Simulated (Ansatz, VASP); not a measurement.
**One calculation of AlN, two programs**

```
Al N
1.0
     3.11888   -0.01900    0.12718
    -1.57589    2.51186    0.13013
     0.20356    0.35802    5.08687
Al N
2 2
Direct
  0.37646 0.67512 0.00706
  0.65364 0.37767 0.51112
  0.32259 0.65556 0.35796
  0.64731 0.29165 0.89386
```

Change from the starting cell: all atoms moved at random (sigma 0.1 Å a component), cell strained at random (sigma 0.05).

Alike in both runs: task single point; functional PBEsol; k mesh 12 × 12 × 6; occupations gaussian, width 0.05 eV; no spin polarisation.

```csv
,VASP,Ansatz
version,VASP 6.6.1,Ansatz 0.2.0
potentials or method,"VASP PAW PBE potentials, release 64 (Al, N), cutoff 600 eV","scalar-relativistic, plane waves, PAW"
valence electrons in the cell,16,16
```

```tsv
	VASP	Ansatz	Ansatz less VASP
gap on the k mesh at the Fermi level (eV)	3.28	3.26	-0.011
least direct gap on the mesh (eV)	3.28	3.26	-0.011
pressure (GPa)	25.9	25.6	-0.32
traceless stress, the component that is largest in VASP (GPa)	33.69	33.17	-0.516
rms of the force components (eV/Å)	3.664	3.605	-0.0588
```

VASP's potentials were made for PBE, not for PBEsol. Atom by atom the forces differ by 0.060 eV/Å (rms over components).
